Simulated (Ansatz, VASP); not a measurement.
## Two plane-wave programs on Ti2Al3Ru

```
Ti Al Ru
1.0
     5.06937    0.00000    0.00000
    -2.53468    4.39020    0.00000
     0.00000    0.00000    4.58697
Ti Al Ru
2 3 1
Direct
  0.33333 0.66667 0.00000
  0.66667 0.33333 0.00000
  0.50000 0.00000 0.50000
  0.50000 0.50000 0.50000
  0.00000 0.50000 0.50000
  0.00000 0.00000 0.00000
```

Change from the starting cell: species swapped into the GdCo3B2 type (P6/mmm, No. 191).

Alike in both runs: task single point; functional PBE; k mesh 6 × 6 × 4; occupations gaussian, width 0.1 eV; collinear spin.

```csv
,VASP,Ansatz
version,VASP 6.6.1,Ansatz 0.2.0
potentials or method,"VASP PAW PBE potentials, release 64 (Ti_sv, Al, Ru_pv), cutoff 520 eV","scalar-relativistic, plane waves, PAW"
valence electrons in the cell,47,49
```

```tsv
	VASP	Ansatz	Ansatz less VASP
gap on the k mesh at the Fermi level (eV)	none	none	-
pressure (GPa)	-0.1	-0.1	+0.06
traceless stress, the component that is largest in VASP (GPa)	0.08	0.07	-0.005
net moment per atom (μB)	0.00	0.00	0.000
```

A gap of «none» marks a metal or a gap that the smearing closes. VASP's potentials hold 47 valence electrons a cell and Ansatz's 49, so a difference there can come from the potentials and not from the codes. Ansatz's warnings: seeded moment not kept.
